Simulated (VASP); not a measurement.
# Tb (P6_3/mmc) in VASP: single point with LDA

Aim: the single point of Tb with LDA.

All numbers are computed with VASP 6.6.1; they aren't measurements. Logs are shortened: lines on timing, memory, paths and dates and some standing lists are left out, and cuts for length are marked.

## Step 1: The cell of the first run

Symmetry: P6_3/mmc, No. 194, hexagonal system. Conventional cell: a = 3.393 Å, b = 3.393 Å, c = 5.422 Å, α = 90.00°, β = 90.00°, γ = 120.00°. Tb (site symmetry -6m2) has 12 Tb at 3.34 to 3.39 Å within 4.4 Å.

## Step 2: Single point, LDA, collinear spin, antiferromagnetic start

INCAR

```
SYSTEM = Tb
ALGO = Normal
EDIFF = 1E-7
ENCUT = 520
GGA = CA
ISIF = 2
ISMEAR = -1
ISPIN = 2
LASPH = .TRUE.
LCHARG = .TRUE.
LELF = .TRUE.
LMAXMIX = 6
LORBIT = 11
LREAL = .FALSE.
LVHAR = .TRUE.
LWAVE = .FALSE.
MAGMOM = 5.99 -5.99
NBANDS = 30
NELM = 150
PREC = Accurate
SIGMA = 0.05
```

KPOINTS

```
k-points
0
G
  14 14 8
  0 0 0
```

POSCAR

```
Tb
1.0
    3.3930812402      0.0000000000      0.0000000000
   -1.6965406201      2.9384945511      0.0000000000
    0.0000000000      0.0000000000      5.4223467653
Tb
2
Direct
    0.3333333333      0.6666666667      0.2500000000
    0.6666666667      0.3333333333      0.7500000000
```

Potentials or basis: VASP PAW PBE potentials, release 64 (Tb).

The run is started by

```bash
cat potpaw_PBE.64/Tb/POTCAR > POTCAR
mpirun -np 1 vasp_std > vasp.out
```

OUTCAR:

```text
SYSTEM = Tb
   EDIFF = 1E-7
   ENCUT = 520
   GGA = CA
   ISIF = 2
   ISMEAR = -1
   ISPIN = 2
   LASPH = .TRUE.
   LORBIT = 11
   LREAL = .FALSE.
   NELM = 150
   PREC = Accurate

 ion  position               nearest neighbor table
   1  0.333  0.667  0.250-   2 3.34   2 3.34   2 3.34   2 3.34   2 3.34   2 3.34
   2  0.667  0.333  0.750-   1 3.34   1 3.34   1 3.34   1 3.34   1 3.34   1 3.34

  LATTYP: Found a hexagonal cell.
 ALAT       =     3.3930812402
 C/A-ratio  =     1.5980598110

  Lattice vectors:

 A1 = (   3.3930812402,   0.0000000000,   0.0000000000)
 A2 = (  -1.6965406201,   2.9384945511,   0.0000000000)
 A3 = (   0.0000000000,   0.0000000000,   5.4223467653)

Analysis of symmetry for initial positions (statically):
=====================================================================
 Subroutine PRICEL returns:
 Original cell was already a primitive cell.

 Routine SETGRP: Setting up the symmetry group for a
 hexagonal supercell.

 Subroutine GETGRP returns: Found 24 space group operations
 (whereof 12 operations were pure point group operations)
 out of a pool of 24 trial point group operations.

The static configuration has the point symmetry D_3d.
 The point group associated with its full space group is D_6h.

Analysis of symmetry for dynamics (positions and initial velocities):
=====================================================================
 Subroutine PRICEL returns:
 Original cell was already a primitive cell.

 Routine SETGRP: Setting up the symmetry group for a
 hexagonal supercell.

 Subroutine GETGRP returns: Found 24 space group operations
 (whereof 12 operations were pure point group operations)
 out of a pool of 24 trial point group operations.

The dynamic configuration has the point symmetry D_3d.
 The point group associated with its full space group is D_6h.

Analysis of structural, dynamic, and magnetic symmetry:
=====================================================================
 Subroutine PRICEL returns:
 Original cell was already a primitive cell.

 Routine SETGRP: Setting up the symmetry group for a
 hexagonal supercell.

 Subroutine GETGRP returns: Found 24 space group operations
 (whereof 12 operations were pure point group operations)
 out of a pool of 24 trial point group operations.

The overall configuration has the point symmetry D_3d.
[... 120 lines left out ...]
     AMIX_MAG =   1.60;   BMIX_MAG =  1.00
  volume/ion in A,a.u.               =      27.03       182.42
  Fermi-wavevector in a.u.,A,eV,Ry     =   1.455573  2.750633 28.826551  2.118692
  Thomas-Fermi vector in A             =   2.572592
   LORBIT       =     11    0 simple, 1 ext, 2 COOP (PROOUT), +10 PAW based schemes
   GGA     = CA    functional components
   LHFCALC =     F    Hartree Fock is set to
   AEXX    =    0.0000 exact exchange contribution
   IVDW    =     0    specifies the selected vdW correction
   LEPSILON=     F    determine dielectric tensor
   LRPA    =     F    only Hartree local field effects (RPA)
 spin polarized calculation
  energy-cutoff  :      520.00
  volume of cell :       54.06
 maximum number of plane-waves:      1472
 NGX is ok and might be reduce to    28
   NGX = 13   NGY = 13   NGZ = 21

 number of electron      37.9999993 magnetization       0.0000000

 number of electron      37.9999993 magnetization      -0.0000000

 Free energy of the ion-electron system (eV)
  ---------------------------------------------------
  ext. energy  EPLUGINS =         0.00000000
  ---------------------------------------------------
  free energy    TOTEN  =       -19.42485028 eV

  energy without entropy =      -19.29276704  energy(sigma->0) =      -19.35880866

 E-fermi :   3.3765     XC(G=0): -11.1990

 val. band max:        3.3689965815   @ k =   0.4286  -0.0000   0.1250
 cond. band min:       3.3780518863   @ k =   0.4286   0.0714   0.1250
 fundamental gap:      0.0090553048
 Fermi energy:         3.3765129700

 spin component 1

 k-point     1 :       0.0000    0.0000    0.0000
  band No.  band energies     occupation
      1     -42.1909      1.00000
      2     -39.8146      1.00000
      3     -19.2809      1.00000
      4     -18.5334      1.00000
      5     -18.5334      1.00000
      6     -17.0873      1.00000
[... 781 lines left out ...]
     29       6.6369      0.00000
     30       9.4957      0.00000

 [... further k-points ...]

 spin component 2

 k-point     1 :       0.0000    0.0000    0.0000
  band No.  band energies     occupation
      1     -42.1909      1.00000
      2     -39.8146      1.00000
      3     -19.2809      1.00000
      4     -18.5334      1.00000
      5     -18.5334      1.00000
      6     -17.0873      1.00000
[... 781 lines left out ...]
     29       6.6369      0.00000
     30       9.4956      0.00000

 [... further k-points ...]

------------------------ aborting loop because EDIFF is reached ----------------------------------------

  FORCE on cell =-STRESS in cart. coord.  units (eV):
  Direction    XX          YY          ZZ          XY          YZ          ZX
  --------------------------------------------------------------------------------------
  -------------------------------------------------------------------------------------
  Total        0.1547491      0.1547491      0.2119775      0.0000000      0.0000000      0.0000000
  in kB        4.5859802      4.5859802      6.2819433      0.0000000      0.0000000      0.0000000
  external PRESSURE =       5.1513012 kB  Pullay stress =       0.0000000 kB

 VOLUME and BASIS-vectors are now :
 -----------------------------------------------------------------------------
  energy-cutoff  :      520.00
  volume of cell :       54.06
      direct lattice vectors                 reciprocal lattice vectors
     3.393081240  0.000000000  0.000000000     0.294717376  0.170155156  0.000000000
    -1.696540620  2.938494551  0.000000000     0.000000000  0.340310313  0.000000000
     0.000000000  0.000000000  5.422346765     0.000000000  0.000000000  0.184421994

 POSITION                                       TOTAL-FORCE (eV/Angst)
 -----------------------------------------------------------------------------------
     -0.00000      1.95900      1.35559         0.000000     -0.000000      0.000000
      1.69654      0.97950      4.06676        -0.000000      0.000000      0.000000
 -----------------------------------------------------------------------------------
    total drift:                               -0.000000      0.000000     -0.000000

  FREE ENERGIE OF THE ION-ELECTRON SYSTEM (eV)
  ---------------------------------------------------
  free  energy   TOTEN  =       -19.4248502807 eV

  energy  without entropy=      -19.2927670436  energy(sigma->0) =      -19.35880866

 total charge

# of ion       s       p       d       f       tot
--------------------------------------------------
    1        2.099   5.562   0.633   8.087  16.381
    2        2.099   5.562   0.633   8.087  16.381
--------------------------------------------------
tot          4.197  11.125   1.265  16.174  32.761

 magnetization (x)

# of ion       s       p       d       f       tot
--------------------------------------------------
    1        0.007  -0.037   0.114   5.695   5.780
    2       -0.007   0.037  -0.114  -5.695  -5.780
--------------------------------------------------
tot          0.000   0.000   0.000   0.000   0.000
```

stdout:

```text
POSCAR found type information on POSCAR Tb
 POSCAR found :  1 types and       2 ions
 scaLAPACK will be used
 -----------------------------------------------------------------------------
|                                                                             |
|                                                                             |
|     You enforced a specific xc type in the INCAR file but a different       |
|     I HOPE YOU KNOW WHAT YOU ARE DOING!                                     |
|                                                                             |
 -----------------------------------------------------------------------------

 LDA part: xc-table for (Slater(with rela. corr.)+CA(PZ))
 , standard interpolation
 POSCAR, INCAR and KPOINTS ok, starting setup
 FFT: planning ... GRIDC
 FFT: planning ... GRID_SOFT
 FFT: planning ... GRID
 WAVECAR not read
 entering main loop
```

It took 25 min on 1 thread of Intel Xeon Platinum 8259CL at 2.50GHz (Skylake/Cascade Lake), shared host; peak memory 0.39 GiB.

Results:

```yaml
Free_energy: -19.4249 eV
Pressure: 0.5 GPa
Band_gap_on_the_k_mesh: zero (filled and empty bands overlap)
Net_moment: 0.00 μB per cell
Site_moments: Tb +5.78, -5.78 μB
Valence_electrons_inside_the_program's_atomic_spheres: Tb 16.38
```

Caveat: the magnetic or orbital state may not be the lowest; the antiferromagnetic order is the one typed at the start, and another may lie lower; the PAW data sets were made with another functional, which shifts forces and pressure a little; spin-orbit coupling is left out, which moves the levels of the heavy elements; semilocal functionals describe open f shells poorly, which spoils levels, moments and volumes.
